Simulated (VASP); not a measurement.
Si2W: single point with PBEsol

Crystal: Si2W.

```
CELL_PARAMETERS angstrom
-1.60145 1.60145 3.90741
1.60145 -1.60145 3.90741
1.60145 1.60145 -3.90741
ATOMIC_POSITIONS crystal
Si 0.33457 0.33457 0.00000
Si 0.66543 0.66543 0.00000
W 0.00000 0.00000 0.00000
```

* Program: VASP 6.6.1
* Task: single point
* Functional: PBEsol
* Potentials or basis: VASP PAW PBE potentials, release 64 (Si, W_sv)
* Cutoff: 520 eV
* k mesh: 14 × 14 × 14
* Occupations: gaussian, width 0.05 eV
* Spin: no spin polarisation

```
Pressure               : 0.3 GPa
Band gap on the k mesh : zero (bands 11 and 12 overlap by 1.29 eV)
```

Levels at points of the mesh, in eV from the Fermi level:
```tsv
k point	band 7	band 8	band 9	band 10	band 11	band 12	band 13	band 14	band 15	band 16
(0.00, 0.00, 0.00)	-3.72	-3.39	-2.86	-2.86	0.63	2.82	2.88	3.13	3.13	4.66
(0.50, 0.00, 0.00)	-5.79	-4.87	-2.81	-2.81	-0.45	2.73	2.82	3.97	4.49	5.12
(0.50, 0.50, 0.00)	-6.04	-5.47	-5.05	-3.30	-1.75	2.84	3.00	3.16	3.92	4.32
(0.50, 0.50, 0.50)	-3.92	-2.62	-0.82	-0.82	-0.51	-0.51	0.81	4.54	4.99	6.13
```

It took 110 s on 1 thread of AMD EPYC 9R45 96-Core Processor (Zen 5), on a shared host, peak memory 0.29 GiB.

Caveat: the PAW data sets were made with another functional, which shifts forces and pressure a little; spin-orbit coupling is left out, which moves the levels of the heavy elements.
